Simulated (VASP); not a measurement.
# Hg (P6_3/mmc) in VASP: further runs

The runs below take Hg through single point, relaxation of cell and atoms, with revPBE+D4, BLYP, PBE.

Program: VASP 6.6.1. These are calculated values, not measurements. Logs are shortened: lines on timing, memory, paths and dates and some standing lists are left out, and cuts for length are marked.

### Step 1. The cell of the first run

The structure is hexagonal, space group P6_3/mmc (No. 194). Conventional cell: a = 3.507 Å, b = 3.507 Å, c = 5.560 Å, α = 90.00°, β = 90.00°, γ = 120.00°. Within 4.5 Å of Hg (site symmetry -6m2) lie 12 Hg at 3.44 to 3.51 Å.

### Step 2. Single point, revPBE+D4

The input, INCAR:

```
SYSTEM = Hg
PREC     = Accurate       ! precision mode
ENCUT    = 520            ! plane-wave cutoff, eV
EDIFF    = 1E-6           ! SCF threshold, eV
ISMEAR   = 1              ! smearing method
SIGMA    = 0.1            ! smearing width, eV
LREAL    = .False.        ! projectors in reciprocal space
LASPH    = .True.         ! aspherical terms in the spheres
NELM     = 80             ! most SCF steps
ALGO     = Normal         ! electronic algorithm
ISIF     = 2              ! what is computed and relaxed
LWAVE    = .False.        ! write WAVECAR
LCHARG   = .True.         ! write CHGCAR
GGA      = RE             ! functional
IVDW     = 13             ! dispersion correction
LELF     = .True.         ! ELF
LVHAR    = .True.       
NBANDS   = 19             ! bands
```

The input, KPOINTS:

```
Automatic mesh
0
Gamma
  9 9 5
  0 0 0
```

The input, POSCAR:

```
Hg
1.0
    3.5073649894      0.0000000000      0.0000000000
   -1.7536824947      3.0374671811      0.0000000000
    0.0000000000      0.0000000000      5.5597611438
Hg
2
Direct
    0.3333333333      0.6666666667      0.2500000000
    0.6666666667      0.3333333333      0.7500000000
```

Potentials or basis: VASP PAW PBE potentials, release 64 (Hg).

The run is started by

```sh
> cat potpaw_PBE.64/Hg/POTCAR > POTCAR
> mpirun -np 1 vasp_std > vasp.out
```

OUTCAR:

```text
SYSTEM = Hg
   PREC = Accurate
   ENCUT = 520
   EDIFF = 1E-6
   ISMEAR = 1
   LREAL = .False.
   LASPH = .True.
   NELM = 80
   ISIF = 2
   GGA = RE
   IVDW = 13

 ion  position               nearest neighbor table
   1  0.333  0.667  0.250-   2 3.44   2 3.44   2 3.44   2 3.44   2 3.44   2 3.44
   2  0.667  0.333  0.750-   1 3.44   1 3.44   1 3.44   1 3.44   1 3.44   1 3.44

  LATTYP: Found a hexagonal cell.
 ALAT       =     3.5073649894
 C/A-ratio  =     1.5851675433

  Lattice vectors:

 A1 = (   3.5073649894,   0.0000000000,   0.0000000000)
 A2 = (  -1.7536824947,   3.0374671811,   0.0000000000)
 A3 = (   0.0000000000,   0.0000000000,   5.5597611438)

Analysis of symmetry for initial positions (statically):
=====================================================================
 Subroutine PRICEL returns:
 Original cell was already a primitive cell.

 Routine SETGRP: Setting up the symmetry group for a
 hexagonal supercell.

 Subroutine GETGRP returns: Found 24 space group operations
 (whereof 12 operations were pure point group operations)
 out of a pool of 24 trial point group operations.

The static configuration has the point symmetry D_3d.
 The point group associated with its full space group is D_6h.

Analysis of symmetry for dynamics (positions and initial velocities):
=====================================================================
 Subroutine PRICEL returns:
 Original cell was already a primitive cell.

 Routine SETGRP: Setting up the symmetry group for a
 hexagonal supercell.

 Subroutine GETGRP returns: Found 24 space group operations
 (whereof 12 operations were pure point group operations)
 out of a pool of 24 trial point group operations.

The dynamic configuration has the point symmetry D_3d.
 The point group associated with its full space group is D_6h.

 Subroutine INISYM returns: Found 24 space group operations
 (whereof 12 operations are pure point group operations),
 and found     1 'primitive' translations

----------------------------------------------------------------------------------------

                                     Primitive cell

  volume of cell :      59.2309

  direct lattice vectors                    reciprocal lattice vectors
     3.507364989  0.000000000  0.000000000     0.285114325  0.164610832  0.000000000
    -1.753682495  3.037467181  0.000000000     0.000000000  0.329221664  0.000000000
     0.000000000  0.000000000  5.559761144     0.000000000  0.000000000  0.179863842

[... 82 lines left out ...]
   NELM   =     80;   NELMIN=  2; NELMDL= -5     # of ELM steps
   EDIFF  = 0.1E-05   stopping-criterion for ELM
   LREAL  =      F    real-space projection
   EDIFFG = 0.1E-04   stopping-criterion for IOM
   NSW    =      0    number of steps for IOM
   IBRION =     -1    ionic relax: 0-MD 1-quasi-New 2-CG
   NFREE  =      0    steps in history (QN), initial steepest desc. (CG)
   ISIF   =      2    stress and relaxation
   ISYM   =      2    0-nonsym 1-usesym 2-fastsym
   POTIM  = 0.5000    time-step for ionic-motion
   TEBEG  =    0.0;   TEEND  =   0.0 temperature during run
   PSTRESS=    0.0 pullay stress
   NELECT =      24.0000    total number of electrons
   NUPDOWN=      -1.0000    fix difference up-down
   EMIN   =  10.00;   EMAX   =-10.00  energy-range for DOS
   EFERMI =   0.00;   METHOD = LEGACY
   ISMEAR =     1;   SIGMA  =   0.10  broadening in eV -4-tet -1-fermi 0-gaus
   EFERMI_NEDOS =   21; number of points for ismear=-14 and -15
   IALGO  =     38    algorithm
   IMIX   =      4    mixing-type and parameters
     AMIX     =   0.40;   BMIX     =  1.00
     AMIX_MAG =   1.60;   BMIX_MAG =  1.00
  volume/ion in A,a.u.               =      29.62       199.86
  Fermi-wavevector in a.u.,A,eV,Ry     =   1.211423  2.289257 19.967159  1.467545
  Thomas-Fermi vector in A             =   2.346939
   LORBIT       =      0    0 simple, 1 ext, 2 COOP (PROOUT), +10 PAW based schemes
   GGA     = RE    functional components
   LHFCALC =     F    Hartree Fock is set to
   AEXX    =    0.0000 exact exchange contribution
   IVDW    =    13    specifies the selected vdW correction
   LEPSILON=     F    determine dielectric tensor
   LRPA    =     F    only Hartree local field effects (RPA)
 non-spin polarized calculation
 Methfessel and Paxton  Order N= 1 SIGMA  =   0.10
  energy-cutoff  :      520.00
  volume of cell :       59.23
 maximum number of plane-waves:      1628
 NGX is ok and might be reduce to    28
   NGX = 13   NGY = 13   NGZ = 21

 number of electron      24.0000002 magnetization

 Free energy of the ion-electron system (eV)
  ---------------------------------------------------
  ext. energy  EPLUGINS =         0.00000000
  ---------------------------------------------------
  free energy    TOTEN  =         0.28516445 eV

  energy without entropy =        0.28521729  energy(sigma->0) =        0.28518207

 E-fermi :   0.8222     XC(G=0):  -9.4959

 val. band max:        0.7825069044   @ k =   0.2222   0.2222   0.0000
 cond. band min:       1.0972567882   @ k =   0.1111   0.0000   0.0000
 fundamental gap:      0.3147498837
 Fermi energy:         0.8221564044

 k-point     1 :       0.0000    0.0000    0.0000
  band No.  band energies     occupation
      1      -6.0673      2.00000
      2      -5.6480      2.00000
      3      -5.0811      2.00000
      4      -5.0778      2.00000
      5      -5.0778      2.00000
      6      -4.9904      2.00000
[... 505 lines left out ...]
      6      -4.9715      2.00000
[... 11 lines left out ...]
     18       8.7533      0.00000
     19      11.1763      0.00000

 [... further k-points ...]

------------------------ aborting loop because EDIFF is reached ----------------------------------------

  DFT-D4 for vdW energy calculation

  Edisp (eV):   -1.18785

  FORCE on cell =-STRESS in cart. coord.  units (eV):
  Direction    XX          YY          ZZ          XY          YZ          ZX
  --------------------------------------------------------------------------------------
  -------------------------------------------------------------------------------------
  Total      -0.27765    -0.27765    -0.23314     0.00000     0.00000     0.00000
  in kB      -7.51046    -7.51046    -6.30638     0.00000     0.00000     0.00000
  external pressure =       -7.11 kB  Pullay stress =        0.00 kB

 VOLUME and BASIS-vectors are now :
 -----------------------------------------------------------------------------
  energy-cutoff  :      520.00
  volume of cell :       59.23
      direct lattice vectors                 reciprocal lattice vectors
     3.507364989  0.000000000  0.000000000     0.285114325  0.164610832  0.000000000
    -1.753682495  3.037467181  0.000000000     0.000000000  0.329221664  0.000000000
     0.000000000  0.000000000  5.559761144     0.000000000  0.000000000  0.179863842

 POSITION                                       TOTAL-FORCE (eV/Angst)
 -----------------------------------------------------------------------------------
     -0.00000      2.02498      1.38994        -0.000000     -0.000000      0.000000
      1.75368      1.01249      4.16982         0.000000      0.000000     -0.000000
 -----------------------------------------------------------------------------------
    total drift:                               -0.000000      0.000000     -0.000000

  FREE ENERGIE OF THE ION-ELECTRON SYSTEM (eV)
  ---------------------------------------------------
  free  energy   TOTEN  =        -0.9026838215 eV

  energy  without entropy=       -0.9026309832  energy(sigma->0) =       -0.90266621
```

Run time: 28 s. Hardware: 1 thread of Intel Xeon 6975P-C, shared host; peak memory 0.19 GiB.

Results:

```
Free energy                : -0.9027 eV
Pressure                   : -0.7 GPa
Band gap on the k mesh     : zero (band 12 reaches 0.78 eV, above the bottom of band 13 at 0.75 eV)
Dispersion energy per atom : -0.594 eV
```

Caveat: the PAW data sets were made with another functional, which shifts forces and pressure a little; spin-orbit coupling is left out, which moves the levels of the heavy elements; pairwise dispersion overbinds metals, which lowers pressure and volume.

### Step 3. Single point, revPBE+D4

This run uses another cell than the first one, of 30.19 Å³/atom, 1.019 times its volume.

The input, INCAR:

```
SYSTEM = Hg
PREC     = Accurate       ! precision mode
ENCUT    = 520            ! plane-wave cutoff, eV
EDIFF    = 1E-6           ! SCF threshold, eV
ISMEAR   = 1              ! smearing method
SIGMA    = 0.1            ! smearing width, eV
LREAL    = .FALSE.        ! projectors in reciprocal space
LASPH    = .TRUE.         ! aspherical terms in the spheres
NELM     = 60             ! most SCF steps
ALGO     = Normal         ! electronic algorithm
ISIF     = 2              ! what is computed and relaxed
LWAVE    = .FALSE.        ! write WAVECAR
LCHARG   = .FALSE.        ! write CHGCAR
GGA      = RE             ! functional
IVDW     = 13             ! dispersion correction
NBANDS   = 19             ! bands
```

The input, KPOINTS:

```
regular mesh
0
G
  9 9 5
  0 0 0
```

The input, POSCAR:

```
Hg
1.0
    3.5297054961      0.0000000000      0.0000000000
   -1.7648527480      3.0568146275      0.0000000000
    0.0000000000      0.0000000000      5.5951745899
Hg
2
Direct
    0.3333333333      0.6666666667      0.2500000000
    0.6666666667      0.3333333333      0.7500000000
```

Potentials or basis: VASP PAW PBE potentials, release 64 (Hg).

The run is started by

```sh
> cat potpaw_PBE.64/Hg/POTCAR > POTCAR
> mpirun -np 1 vasp_std > vasp.out
```

Run time: 30 s. Hardware: 1 thread of Intel Xeon 6975P-C, shared host; peak memory 0.19 GiB.

The run converged. Its results:

- Free energy: -0.8978 eV
- Pressure: -0.8 GPa
- Band gap on the k mesh: 0.08 eV, indirect (least direct gap 1.29 eV)
- Dispersion energy per atom: -0.584 eV

Levels at points of the mesh, in eV from the valence-band top:
```
           k point  band 8  band 9  band 10  band 11  band 12  band 13  band 14  band 15  band 16  band 17
(0.00, 0.00, 0.00)   -5.62   -5.62    -5.17    -5.17    -1.21     0.08    10.80    10.80    12.79    12.84
```

Caveat: the PAW data sets were made with another functional, which shifts forces and pressure a little; spin-orbit coupling is left out, which moves the levels of the heavy elements.

### Step 4. Single point, BLYP, non-collinear spin, zero start, spin-orbit coupling

This run uses another cell than the first one, of 28.48 Å³/atom, 0.962 times its volume.

The input, INCAR:

```
AGGAC = 1.0
AGGAX = 1.0
ALDAC = 0.0
ALDAX = 1.0
ALGO = Normal
EDIFF = 1E-6
ENCUT = 520
GGA = B5
GGA_COMPAT = F
ISIF = 2
ISMEAR = 1
LASPH = T
LCHARG = T
LORBIT = 11
LORBMOM = T
LREAL = F
LSORBIT = T
LVHAR = T
LWAVE = F
MAGMOM = 0 0 0 0 0 0
NBANDS = 36
NELM = 150
PREC = Accurate
SIGMA = 0.2
```

The input, KPOINTS:

```
k-points
0
Gamma
  7 7 4
```

The input, POSCAR:

```
Hg
1.0
    3.4618096384      0.0000000000      0.0000000000
   -1.7309048192      2.9980150899      0.0000000000
    0.0000000000      0.0000000000      5.4875482800
Hg
2
Direct
    0.3333333333      0.6666666667      0.2500000000
    0.6666666667      0.3333333333      0.7500000000
```

The run is started by

```sh
> cat potpaw_PBE.64/Hg/POTCAR > POTCAR
> mpirun -np 1 vasp_ncl > vasp.out
```

Wall time 2 min (1 thread of Intel Xeon 6975P-C, shared host); peak memory 0.33 GiB.

Results (log left out):

```
Free energy                                           : 0.0001 eV
Pressure                                              : 4.7 GPa
Net moment                                            : 0.00 μB per cell
Valence electrons inside the program's atomic spheres : Hg 10.46
```

Stress tensor (GPa, compression positive):
```
4.54 0.00 0.00
0.00 4.54 0.00
0.00 0.00 4.91
```

Moments on the atoms (μB; x, y, z):
```
Hg  0.00 0.00 0.00
Hg  0.00 0.00 0.00
```

Caveat: the PAW data sets were made with another functional, which shifts forces and pressure a little.

### Step 5. Single point, PBE

This run uses another cell than the first one, of 31.57 Å³/atom, 1.066 times its volume.

The input, INCAR:

```
SYSTEM = Hg
  PREC = Accurate
  ENCUT = 520
  EDIFF = 1E-6
  ISMEAR = -1
  SIGMA = 0.05
  LREAL = .False.
  LASPH = .True.
  NELM = 80
  ALGO = Normal
  ISIF = 2
  LWAVE = .False.
  LCHARG = .False.
  GGA = PE
  NBANDS = 19
```

The input, KPOINTS:

```
Automatic mesh
0
Gamma
  7 7 4
  0 0 0
```

The input, POSCAR:

```
Hg
1.0
    3.5681580909      0.0000000000      0.0000000000
   -1.7840790455      3.0901155514      0.0000000000
    0.0000000000      0.0000000000      5.7259044456
Hg
2
Direct
    0.3333333333      0.6666666667      0.2500000000
    0.6666666667      0.3333333333      0.7500000000
```

The run is started by

```sh
> cat potpaw_PBE.64/Hg/POTCAR > POTCAR
> mpirun -np 1 vasp_std > vasp.out
```

Run time: 27 s. Hardware: 1 thread of AMD EPYC 7R13 (Zen 3), shared host; peak memory 0.16 GiB.

The run converged. Its results:

```
Free energy            : -0.3697 eV
Pressure               : 0.0 GPa
Band gap on the k mesh : 0.33 eV, indirect (least direct gap 1.52 eV)
```

Levels at points of the mesh, in eV from the valence-band top:
```tsv
k point	band 8	band 9	band 10	band 11	band 12	band 13	band 14	band 15	band 16	band 17
(0.00, 0.00, 0.00)	-5.31	-5.31	-4.92	-4.92	-1.19	0.33	10.78	10.78	12.72	12.72
(0.00, 0.00, 0.50)	-5.04	-5.04	-5.04	-4.71	-4.71	6.35	6.35	11.70	11.70	11.70
```

Caveat: spin-orbit coupling is left out, which moves the levels of the heavy elements.

### Step 6. Relaxation of cell and atoms, PBE

This run uses another cell than the first one, of 28.48 Å³/atom, 0.962 times its volume.

The input, INCAR:

```
  PREC = Accurate
  ENCUT = 600
  EDIFF = 1E-6
  ISMEAR = -1
  SIGMA = 0.05
  LREAL = False
  LASPH = True
  NELM = 60
  ALGO = Normal
  ISIF = 3
  LWAVE = False
  LCHARG = False
  GGA = PE
  IBRION = 2
  NSW = 80
  EDIFFG = -0.005
```

The input, KPOINTS:

```
Automatic mesh
0
Gamma
  7 7 4
```

The input, POSCAR:

```
Hg
1.0
    3.4618096384      0.0000000000      0.0000000000
   -1.7309048192      2.9980150899      0.0000000000
    0.0000000000      0.0000000000      5.4875482800
Hg
2
Direct
    0.3333333333      0.6666666667      0.2500000000
    0.6666666667      0.3333333333      0.7500000000
```

Potentials or basis: VASP PAW PBE potentials, release 64 (Hg).

The run is started by

```sh
> cat potpaw_PBE.64/Hg/POTCAR > POTCAR
> mpirun -np 1 vasp_std > vasp.out
```

Wall time 2.2 min (1 thread of AMD EPYC 7R13 (Zen 3), shared host); peak memory 0.18 GiB.

It converged, with:

```yaml
Free_energy: -0.3684 eV
Relaxed_volume: 31.82 Å³/atom
Relaxed_cell: a = 3.579 Å, b = 3.579 Å, c = 5.736 Å, α = 90.00°, β = 90.00°, γ = 120.00°
Space_group_after_relaxing_to_0.05_Å: P6_3/mmc (No. 194)
Energy_gained_by_relaxing: 11.2 meV/atom
Ionic_steps: 7
Pressure_after_relaxing: 0.0 GPa
Band_gap_on_the_k_mesh: 0.38 eV, indirect (least direct gap 1.55 eV)
```

Step by step:
```
step  energy change (eV)  largest force (eV/Å)  pressure (GPa)  volume (Å³)
   1              0.0000                0.0000            1.28        56.95
   2             -0.0121                0.0000            0.74        58.85
   3             -0.0221                0.0000            0.09        62.78
   4             -0.0224                0.0000            0.06        63.38
   5             -0.0221                0.0000           -0.11        64.58
   6             -0.0224                0.0000           -0.01        63.79
   7             -0.0224                0.0000            0.00        63.65
```

Final structure:
```xyz
2
Lattice="3.5795 0.0000 0.0000 -1.7897 3.0999 0.0000 0.0000 0.0000 5.7360" Properties=species:S:1:pos:R:3 pbc="T T T"
Hg    0.0000    2.0666    1.4340
Hg    1.7897    1.0333    4.3020
```

Levels at points of the mesh, in eV from the valence-band top:
```tsv
k point	band 9	band 10	band 11	band 12	band 13	band 14	band 15	band 16
(0.00, 0.00, 0.00)	-5.29	-4.90	-4.90	-1.18	0.38	10.73	10.73	12.65
(0.00, 0.00, 0.50)	-5.02	-5.02	-4.66	-4.66	6.36	6.36	11.64	11.64
```

Caveat: spin-orbit coupling is left out, which moves the levels of the heavy elements. A k mesh can miss the band edges.

### Step 7. The runs side by side

```tsv
task	level	spin	cell	k mesh	cutoff (eV)	smearing	gap on the mesh (eV)	pressure (GPa)
single point	revPBE+D4	off	a = 3.507, b = 3.507, c = 5.560 Å, angles 90.0, 90.0, 120.0°, 2 atoms	9 × 9 × 5	520	methfessel-paxton 0.1 eV	none	-0.7
single point	revPBE+D4	off	a = 3.530, b = 3.530, c = 5.595 Å, angles 90.0, 90.0, 120.0°, 2 atoms	9 × 9 × 5	520	methfessel-paxton 0.1 eV	0.08	-0.8
single point	BLYP	non-collinear, zero start, SOC	a = 3.462, b = 3.462, c = 5.488 Å, angles 90.0, 90.0, 120.0°, 2 atoms	7 × 7 × 4	520	methfessel-paxton 0.2 eV	-	4.7
single point	PBE	off	a = 3.568, b = 3.568, c = 5.726 Å, angles 90.0, 90.0, 120.0°, 2 atoms	7 × 7 × 4	520	fermi-dirac 0.05 eV	0.33	0.0
relaxation of cell and atoms	PBE	off	relaxed from a = 3.462, b = 3.462, c = 5.488 Å, angles 90.0, 90.0, 120.0°, 2 atoms	7 × 7 × 4	600	fermi-dirac 0.05 eV	0.38	0.0
```

Alike in all rows: potentials or basis VASP PAW PBE potentials, release 64 (Hg).

Caveats: spin-orbit coupling is left out, which moves the levels of the heavy elements (some runs); the PAW data sets were made with another functional, which shifts forces and pressure a little (some runs); pairwise dispersion overbinds metals, which lowers pressure and volume (some runs).

Total energies depend on the potentials used, so only differences within one code and one set of settings carry meaning.
